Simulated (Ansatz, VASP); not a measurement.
## Two plane-wave programs on C

INCAR

```
SYSTEM = C
  ALGO = Normal
  EDIFF = 1E-6
  ENCUT = 520
  GGA = PE
  ISIF = 2
  ISMEAR = 0
  LASPH = .True.
  LCHARG = .True.
  LELF = .True.
  LREAL = .False.
  LVHAR = .True.
  LWAVE = .False.
  NBANDS = 11
  NELM = 80
  PREC = Accurate
  SIGMA = 0.05
```

File KPOINTS:

```
k-points
0
Gamma
  12 12 12
  0 0 0
```

The input POSCAR:

```
C
1.0
    0.0000000000      1.8327213711      1.6920862354
    1.8327213711      0.0000000000      1.6920862354
    1.8327213711      1.8327213711      0.0000000000
C
2
Direct
    0.5000000000      0.5000000000      0.5000000000
    0.7500000000      0.7500000000      0.7500000000
```

Input for Ansatz:

```yaml
crystal:
  lattice:
    - [0.0, 1.8327213711, 1.6920862354]
    - [1.8327213711, 0.0, 1.6920862354]
    - [1.8327213711, 1.8327213711, 0.0]
  atoms:
    - { symbol: C, position: [0.5, 0.5, 0.5] }
    - { symbol: C, position: [0.75, 0.75, 0.75] }
basis:
  ecutwfc: 520.0
kpoints:
  mp_grid: { grid: [12, 12, 12] }
hamiltonian:
  xc: pbe
  pseudopotentials: { kind: paw, azcp: { folder: soft_1 } }
scf:
  occupations: { method: gaussian, width: 0.05 }
output:
  forces: true
  stress: true
  eigenvalues: true
```

Change from the starting cell: strain +e along x and -e along y +0.0000, strain +e along z and -e/2 along x and y -0.0525.

Alike in both runs: task single point; functional PBE; k mesh 12 × 12 × 12; occupations gaussian, width 0.05 eV; no spin polarisation.

|  | VASP | Ansatz |
| --- | --- | --- |
| version | VASP 6.6.1 | Ansatz 0.2.0 |
| potentials or method | VASP PAW PBE potentials, release 64 (C), cutoff 520 eV | scalar-relativistic, plane waves, PAW |
| valence electrons in the cell | 8 | 8 |

Ansatz gave:

```
gap on the k mesh at the Fermi level (eV)                     : 2.21
least direct gap on the mesh (eV)                             : 4.26
pressure (GPa)                                                : 1.0
traceless stress, the component that is largest in VASP (GPa) : 45.27
```

Problem. Which values does VASP return?

Solution. gap on the k mesh at the Fermi level (eV): 2.20; least direct gap on the mesh (eV): 4.25; pressure (GPa): 1.7; traceless stress, the component that is largest in VASP (GPa): 45.26.
